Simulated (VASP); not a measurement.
# ZnS (F-43m) in VASP: single point with PBE

Aim: the single point of ZnS with PBE.

Everything below comes from runs of VASP 6.6.1. Logs are shortened: lines on timing, memory, paths and dates and some standing lists are left out, and cuts for length are marked.

## Step 1: The cell of the first run

Symmetry: F-43m, No. 216, cubic system. Conventional cell: a = 5.409 Å, b = 5.409 Å, c = 5.409 Å, α = 90.00°, β = 90.00°, γ = 90.00°. Within 3.1 Å of Zn (site symmetry -43m) lie 4 S at 2.34 Å. S (site symmetry -43m) has 4 Zn at 2.34 Å within 3.1 Å.

## Step 2: Single point, PBE

INCAR reads:

```
PREC = Accurate
ENCUT = 520
EDIFF = 1E-7
ISMEAR = 0
SIGMA = 0.1
LREAL = Auto
LASPH = T
NELM = 60
ALGO = Normal
ISIF = 2
LWAVE = F
LCHARG = F
GGA = PE
NBANDS = 86
ISYM = 0
```

KPOINTS reads:

```
Automatic mesh
0
Gamma
  2 2 2
  0.5 0.5 0.5
```

POSCAR reads:

```
ZnS
1.0
   -5.4093000000      5.4093000000      0.0000000000
   -5.4093000000      0.0000000000      5.4093000000
    0.0000000000      5.4093000000      5.4093000000
Zn S
8 8
Direct
    0.0000000000      0.0000000000      0.0000000000
    0.5000000000      0.0000000000      0.0000000000
    0.0000000000      0.5000000000      0.0000000000
    0.0000000000      0.0000000000      0.5000000000
    0.5000000000      0.5000000000      0.0000000000
    0.5000000000      0.0000000000      0.5000000000
    0.0000000000      0.5000000000      0.5000000000
    0.5000000000      0.5000000000      0.5000000000
    0.6250000000      0.6250000000      0.1250000000
    0.1250000000      0.6250000000      0.1250000000
    0.6250000000      0.1250000000      0.1250000000
    0.6250000000      0.6250000000      0.6250000000
    0.1250000000      0.1250000000      0.1250000000
    0.1250000000      0.6250000000      0.6250000000
    0.6250000000      0.1250000000      0.6250000000
    0.1250000000      0.1250000000      0.6250000000
```

Potentials or basis: VASP PAW PBE potentials, release 64 (Zn, S).

On the command line:

```bash
$ cat potpaw_PBE.64/Zn/POTCAR potpaw_PBE.64/S/POTCAR > POTCAR
$ mpirun -np 1 vasp_std > vasp.out
```

OUTCAR:

```text
PREC = Accurate
   ENCUT = 520
   EDIFF = 1E-7
   ISMEAR = 0
   LREAL = Auto
   LASPH = T
   NELM = 60
   ISIF = 2
   GGA = PE
   ISYM = 0

 ion  position               nearest neighbor table
   1  0.000  0.000  0.000-  10 2.34  11 2.34  13 2.34  16 2.34
   2  0.500  0.000  0.000-   9 2.34  11 2.34  13 2.34  15 2.34
   3  0.000  0.500  0.000-   9 2.34  10 2.34  13 2.34  14 2.34
   4  0.000  0.000  0.500-  13 2.34  14 2.34  15 2.34  16 2.34
   5  0.500  0.500  0.000-   9 2.34  10 2.34  11 2.34  12 2.34
   6  0.500  0.000  0.500-  11 2.34  12 2.34  15 2.34  16 2.34
[... 8 lines left out ...]
  15  0.625  0.125  0.625-   2 2.34   4 2.34   6 2.34   8 2.34
  16  0.125  0.125  0.625-   1 2.34   4 2.34   6 2.34   7 2.34

IMPORTANT INFORMATION: All symmetrisations will be switched off!
NOSYMM: (Re-)initialisation of all symmetry stuff for point group C_1.

----------------------------------------------------------------------------------------

                                     Primitive cell

  volume of cell :     316.5579

  direct lattice vectors                    reciprocal lattice vectors
    -5.409300000  5.409300000  0.000000000    -0.092433402  0.092433402 -0.092433402
    -5.409300000  0.000000000  5.409300000    -0.092433402 -0.092433402  0.092433402
     0.000000000  5.409300000  5.409300000     0.092433402  0.092433402  0.092433402

  length of vectors
     7.649905423  7.649905423  7.649905423     0.160099348  0.160099348  0.160099348

  position of ions in fractional coordinates (direct lattice)
     0.000000000  0.000000000  0.000000000
     0.500000000  0.000000000  0.000000000
     0.000000000  0.500000000  0.000000000
     0.000000000  0.000000000  0.500000000
     0.500000000  0.500000000  0.000000000
     0.500000000  0.000000000  0.500000000
[... 8 lines left out ...]
     0.625000000  0.125000000  0.625000000
     0.125000000  0.125000000  0.625000000

  ion indices of the primitive-cell ions
   primitive index   ion index
                 1           1
                 2           2
                 3           3
                 4           4
                 5           5
                 6           6
[... 8 lines left out ...]
                15          15
                16          16

----------------------------------------------------------------------------------------

 KPOINTS: Automatic mesh

Automatic generation of k-mesh.
 Grid dimensions read from file:
 generate k-points for:    2    2    2

 Generating k-lattice:

  Cartesian coordinates                     Fractional coordinates (reciprocal lattice)
    -0.046216701  0.046216701 -0.046216701     0.500000000  0.000000000  0.000000000
    -0.046216701 -0.046216701  0.046216701     0.000000000  0.500000000  0.000000000
     0.046216701  0.046216701  0.046216701     0.000000000  0.000000000  0.500000000

  Length of vectors
     0.080049674  0.080049674  0.080049674

  Shift w.r.t. Gamma in fractional coordinates (k-lattice)
     0.500000000  0.500000000  0.500000000

 Subroutine IBZKPT returns following result:
 ===========================================

 Found     16 irreducible k-points:

 Following reciprocal coordinates:
            Coordinates               Weight
  0.250000  0.250000  0.250000      2.000000
  0.250000  0.000000  0.000000      2.000000
  0.000000  0.000000 -0.250000      2.000000
  0.000000  0.250000  0.000000      2.000000
 -0.250000  0.250000  0.250000      2.000000
  0.250000 -0.250000  0.250000      2.000000
[... 8 lines left out ...]
  0.000000  0.250000  0.500000      2.000000
  0.500000  0.250000  0.000000      2.000000
   k-points           NKPTS =     16   k-points in BZ     NKDIM =     16   number of bands    NBANDS=     86
   number of dos      NEDOS =    301   number of ions     NIONS =     16
   total plane-waves  NPLWV = 216000
   dimension x,y,z NGX =    60 NGY =   60 NGZ =   60
   dimension x,y,z NGXF=   120 NGYF=  120 NGZF=  120
   ions per type =               8   8
   NGX,Y,Z   is equivalent  to a cutoff of  13.04, 13.04, 13.04 a.u.
   NGXF,Y,Z  is equivalent  to a cutoff of  26.08, 26.08, 26.08 a.u.
 SYSTEM =  unknown system
   PREC   = accura    normal or accurate (medium, high low for compatibility)
   ISTART =      0    job   : 0-new  1-cont  2-samecut
   ICHARG =      2    charge: 1-file 2-atom 10-const
   ISPIN  =      1    spin polarized calculation?
   LNONCOLLINEAR =      F non collinear calculations
   LSORBIT =      F    spin-orbit coupling
   LASPH  =      T    aspherical Exc in radial PAW
   ENCUT  =  520.0 eV  38.22 Ry    6.18 a.u.  14.22 14.22 14.22*2*pi/ulx,y,z
   NELM   =     60;   NELMIN=  2; NELMDL= -5     # of ELM steps
   EDIFF  = 0.1E-06   stopping-criterion for ELM
   LREAL  =      T    real-space projection
   EDIFFG = 0.1E-05   stopping-criterion for IOM
   NSW    =      0    number of steps for IOM
   IBRION =     -1    ionic relax: 0-MD 1-quasi-New 2-CG
   NFREE  =      0    steps in history (QN), initial steepest desc. (CG)
   ISIF   =      2    stress and relaxation
   ISYM   =      0    0-nonsym 1-usesym 2-fastsym
   POTIM  = 0.5000    time-step for ionic-motion
   TEBEG  =    0.0;   TEEND  =   0.0 temperature during run
   PSTRESS=    0.0 pullay stress
   NELECT =     144.0000    total number of electrons
   NUPDOWN=      -1.0000    fix difference up-down
   EMIN   =  10.00;   EMAX   =-10.00  energy-range for DOS
   EFERMI =   0.00;   METHOD = LEGACY
   ISMEAR =     0;   SIGMA  =   0.10  broadening in eV -4-tet -1-fermi 0-gaus
   EFERMI_NEDOS =   21; number of points for ismear=-14 and -15
   IALGO  =     38    algorithm
   IMIX   =      4    mixing-type and parameters
     AMIX     =   0.40;   BMIX     =  1.00
     AMIX_MAG =   1.60;   BMIX_MAG =  1.00
  volume/ion in A,a.u.               =      19.78       133.51
  Fermi-wavevector in a.u.,A,eV,Ry     =   1.259055  2.379268 21.568210  1.585219
  Thomas-Fermi vector in A             =   2.392634
   LORBIT       =      0    0 simple, 1 ext, 2 COOP (PROOUT), +10 PAW based schemes
   GGA     = PE    functional components
   LHFCALC =     F    Hartree Fock is set to
   AEXX    =    0.0000 exact exchange contribution
   IVDW    =     0    specifies the selected vdW correction
   LEPSILON=     F    determine dielectric tensor
   LRPA    =     F    only Hartree local field effects (RPA)
 non-spin polarized calculation
 Gauss-broadening in eV      SIGMA  =   0.10
  energy-cutoff  :      520.00
  volume of cell :      316.56
 maximum number of plane-waves:      8524
 NGX is ok and might be reduce to    60
   NGX = 29   NGY = 29   NGZ = 29

 number of electron     144.0000127 magnetization

 Free energy of the ion-electron system (eV)
  ---------------------------------------------------
  ext. energy  EPLUGINS =         0.00000000
  ---------------------------------------------------
  free energy    TOTEN  =       -54.79324859 eV

  energy without entropy =      -54.79324859  energy(sigma->0) =      -54.79324859

 E-fermi :   2.4033     XC(G=0):  -9.6161

 val. band max:        1.9326427291   @ k =   0.2500   0.2500   0.2500
 cond. band min:       5.0014654365   @ k =   0.0000   0.2500   0.0000
 fundamental gap:      3.0688227074
 Fermi energy:         2.4033006575

 k-point     1 :       0.2500    0.2500    0.2500
  band No.  band energies     occupation
      1     -10.9247      2.00000
      2     -10.2773      2.00000
      3     -10.0794      2.00000
      4     -10.0794      2.00000
      5     -10.0794      2.00000
      6      -9.8608      2.00000
[... 76 lines left out ...]
     83       6.7316      0.00000
     84       8.4114      0.00000

 k-point     2 :       0.2500    0.0000    0.0000
  band No.  band energies     occupation
      1     -10.9247      2.00000
      2     -10.2773      2.00000
      3     -10.0794      2.00000
      4     -10.0794      2.00000
      5     -10.0794      2.00000
      6      -9.8608      2.00000
[... 1207 lines left out ...]
     83       8.0466      0.00000
     84       8.0466      0.00000

 k-point    16 :       0.5000    0.2500    0.0000
  band No.  band energies     occupation
      1     -10.6442      2.00000
      2     -10.4236      2.00000
      3     -10.2066      2.00000
      4     -10.0962      2.00000
      5     -10.0962      2.00000
      6      -9.9495      2.00000
[... 76 lines left out ...]
     83       8.0466      0.00000
     84       8.0466      0.00000
 [bands above 84 left out]

------------------------ aborting loop because EDIFF is reached ----------------------------------------

  FORCE on cell =-STRESS in cart. coord.  units (eV):
  Direction    XX          YY          ZZ          XY          YZ          ZX
  --------------------------------------------------------------------------------------
  -------------------------------------------------------------------------------------
  Total        3.0533546      3.0533576      3.0533570     -0.0001995      0.0001820     -0.0002185
  in kB       15.4537764     15.4537919     15.4537885     -0.0010096      0.0009211     -0.0011058
  external PRESSURE =      15.4537856 kB  Pullay stress =       0.0000000 kB

 VOLUME and BASIS-vectors are now :
 -----------------------------------------------------------------------------
  energy-cutoff  :      520.00
  volume of cell :      316.56
      direct lattice vectors                 reciprocal lattice vectors
    -5.409300000  5.409300000  0.000000000    -0.092433402  0.092433402 -0.092433402
    -5.409300000  0.000000000  5.409300000    -0.092433402 -0.092433402  0.092433402
     0.000000000  5.409300000  5.409300000     0.092433402  0.092433402  0.092433402

 POSITION                                       TOTAL-FORCE (eV/Angst)
 -----------------------------------------------------------------------------------
      0.00000      0.00000      0.00000         0.000014     -0.000010     -0.000015
     -2.70465      2.70465      0.00000         0.000005      0.000005     -0.000015
     -2.70465      0.00000      2.70465        -0.000004     -0.000013      0.000005
      0.00000      2.70465      2.70465         0.000011      0.000000     -0.000004
     -5.40930      2.70465      2.70465         0.000000     -0.000012     -0.000001
     -2.70465      5.40930      2.70465         0.000010      0.000001     -0.000014
[... 8 lines left out ...]
     -4.05698      6.76163      4.05698        -0.000001     -0.000006     -0.000013
     -1.35232      4.05698      4.05698        -0.000014      0.000010     -0.000006
 -----------------------------------------------------------------------------------
    total drift:                               -0.000055      0.000077      0.000070

  FREE ENERGIE OF THE ION-ELECTRON SYSTEM (eV)
  ---------------------------------------------------
  free  energy   TOTEN  =       -54.7932485904 eV

  energy  without entropy=      -54.7932485904  energy(sigma->0) =      -54.79324859
```

It took 31 min on 1 thread of Intel Xeon 8259CL, shared host; peak memory 0.64 GiB.

What came out:

```yaml
Free_energy: -54.7932 eV
Pressure: 1.5 GPa
Band_gap_on_the_k_mesh: 3.07 eV
```

Caveat: a shifted mesh leaves out Γ, where band edges can lie.
